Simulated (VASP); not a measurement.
## BiS3: single point with PBE

Crystal: BiS3.

```xyz
8
Lattice="5.8102 0.0000 0.0000 -2.9051 5.0318 0.0000 0.0000 0.0000 5.6860" Properties=species:S:1:pos:R:3 pbc="T T T"
Bi    0.0000    3.3545    1.4215
Bi    2.9051    1.6773    4.2645
S     2.9051    3.2552    1.4215
S    -1.3665    4.1435    4.2645
S     1.5386    0.8883    1.4215
S     0.0000    1.7766    4.2645
S     4.2716    0.8883    1.4215
S     1.3665    4.1435    4.2645
```

```
Program             : VASP 6.6.1
Task                : single point
Functional          : PBE
Potentials or basis : VASP PAW PBE potentials, release 64 (Bi_d, S)
Cutoff              : 520 eV
k mesh              : 6 × 6 × 8
Occupations         : gaussian, width 0.1 eV
Spin                : no spin polarisation
```

```json
{
 "Pressure": "-0.1 GPa",
 "Largest force": "0.010 eV/Å",
 "Band gap on the k mesh": "zero (bands 33 and 34 overlap by 2.03 eV)"
}
```

Forces in eV/Å, atoms in the order of the input:
```
Bi   0.000  0.000  0.000
Bi   0.000  0.000  0.000
S    0.000 -0.010  0.000
S    0.008 -0.005  0.000
S    0.008  0.005  0.000
S    0.000  0.010  0.000
S   -0.008  0.005  0.000
S   -0.008 -0.005  0.000
```

Stress tensor (GPa, compression positive):
```
-0.12  0.00  0.00
 0.00 -0.12  0.00
 0.00  0.00 -0.03
```

Levels at points of the mesh, in eV from the Fermi level:
```
           k point  band 29  band 30  band 31  band 32  band 33  band 34  band 35  band 36  band 37  band 38
(0.00, 0.00, 0.00)    -0.92    -0.92    -0.36     0.61     0.92     0.92     1.57     1.57     1.83     2.00
(0.50, 0.00, 0.00)    -2.00    -1.78    -1.08    -0.64    -0.24     0.18     0.59     0.73     1.15     1.28
(0.00, 0.00, 0.50)    -0.82    -0.82     0.08     0.08     1.30     1.30     1.30     1.30     1.45     1.45
(0.50, 0.00, 0.50)    -2.08    -2.08    -0.93    -0.93    -0.45    -0.45     0.48     0.48     1.16     1.16
```

Run time: 12 min on 1 thread of Intel Xeon 8259CL (shared host), peak memory 0.41 GiB.

Caveat: spin-orbit coupling is left out, which moves the levels of the heavy elements.
